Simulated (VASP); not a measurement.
Crystal: Al3GaAs4.

```
Al Ga As
1.0
     5.55855    0.00000    0.00000
     0.00000    5.55855    0.00000
     0.00000    0.00000    5.55855
Al Ga As
3 1 4
Direct
  0.00000 0.50000 0.50000
  0.50000 0.50000 0.00000
  0.50000 0.00000 0.50000
  0.00000 0.00000 0.00000
  0.73850 0.73850 0.26150
  0.73850 0.26150 0.73850
  0.26150 0.73850 0.73850
  0.26150 0.26150 0.26150
```

The cell was built from a structure type or drawn by symmetry, and may not be a known phase.

* Program: VASP 6.6.1
* Task: relaxation of cell and atoms
* Functional: PBE
* Potentials or basis: VASP PAW PBE potentials, release 64 (Al, Ga_d, As)
* Cutoff: 600 eV
* k mesh: 4 × 4 × 4
* Occupations: gaussian, width 0.1 eV
* Spin: no spin polarisation

At the start: pressure 8.2 GPa; volume 21.47 Å³/atom.

Problem. Where does the relaxation end?

Solution. Over 5 steps the energy falls by 81.7 meV/atom and the volume is 23.57 Å³/atom (+9.8 %); space group P-43m (No. 215, to 0.1 Å) before and after.

The path:
```tsv
step	energy change (eV)	largest force (eV/Å)	pressure (GPa)	volume (Å³)
1	0.0000	1.2795	8.17	171.75
2	-0.4924	0.3747	-3.33	200.40
3	-0.5728	0.5952	-0.81	191.76
4	-0.6338	0.3083	-0.39	190.14
5	-0.6536	0.0005	0.09	188.59
```

Final structure:
```
Al Ga As
1.0
     5.73466    0.00000    0.00000
     0.00000    5.73466    0.00000
     0.00000    0.00000    5.73466
Al Ga As
3 1 4
Direct
  0.00000 0.50000 0.50000
  0.50000 0.50000 0.00000
  0.50000 0.00000 0.50000
  0.00000 0.00000 0.00000
  0.74909 0.74909 0.25091
  0.74909 0.25091 0.74909
  0.25091 0.74909 0.74909
  0.25091 0.25091 0.25091
```
